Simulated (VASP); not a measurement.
Set up this calculation in VASP 6.6.1, as the native input.

```yaml
Task: single point
Functional: PBE
Potentials_or_basis: VASP PAW PBE potentials, release 64 (Ga_d, Sb, Te, S)
Cutoff: 520 eV
k_mesh: 10 × 10 × 4
Occupations: gaussian, width 0.1 eV
Spin: no spin polarisation
Dipole_correction: no
Further_INCAR_settings: ALGO = Normal; EDIFF = 1e-06; NBANDS = 26
```

The structure of GaSbTe2S lies in POSCAR:

```
GaSbTe2S
1.0
    3.3932064111      0.0000000000      0.0000000000
    0.0000000000      4.1963499862      0.0000000000
    0.0000000000      0.0000000000     11.5095125683
Ga Sb Te S
1 1 2 1
Direct
    0.0000000000      0.5000000000      0.0000000000
    0.0000000000      0.5000000000      0.5000000000
    0.0000000000      0.5000000000      0.2320884883
    0.0000000000      0.5000000000      0.7679115117
    0.5000000000      0.0000000000      0.5000000000
```

The cell was built from a structure type or drawn by symmetry, and may not be a known phase.

The input as run:

INCAR

```
  PREC = Accurate
  ENCUT = 520
  EDIFF = 1E-6
  ISMEAR = 0
  SIGMA = 0.1
  LREAL = F
  LASPH = T
  NELM = 80
  ALGO = Normal
  ISIF = 2
  LWAVE = F
  LCHARG = F
  GGA = PE
  NBANDS = 26
```

KPOINTS

```
regular mesh
0
Gamma
  10 10 4
```

Potentials or basis: VASP PAW PBE potentials, release 64 (Ga_d, Sb, Te, S).

Launch:

```sh
$ cat potpaw_PBE.64/Ga_d/POTCAR potpaw_PBE.64/Sb/POTCAR potpaw_PBE.64/Te/POTCAR potpaw_PBE.64/S/POTCAR > POTCAR
$ mpirun -np 1 vasp_std > vasp.out
```

Results of the run:

The pressure is -0.1 GPa, the largest force is 0.011 eV/Å and the band gap on the k mesh is zero (bands 18 and 19 overlap by 3.30 eV).

Caveat: spin-orbit coupling is left out, which moves the levels of the heavy elements.

It took 3.6 min on 1 thread of Intel(R) Xeon(R) 6975P-C (Granite Rapids), with other jobs on the host, peak memory 0.64 GiB.
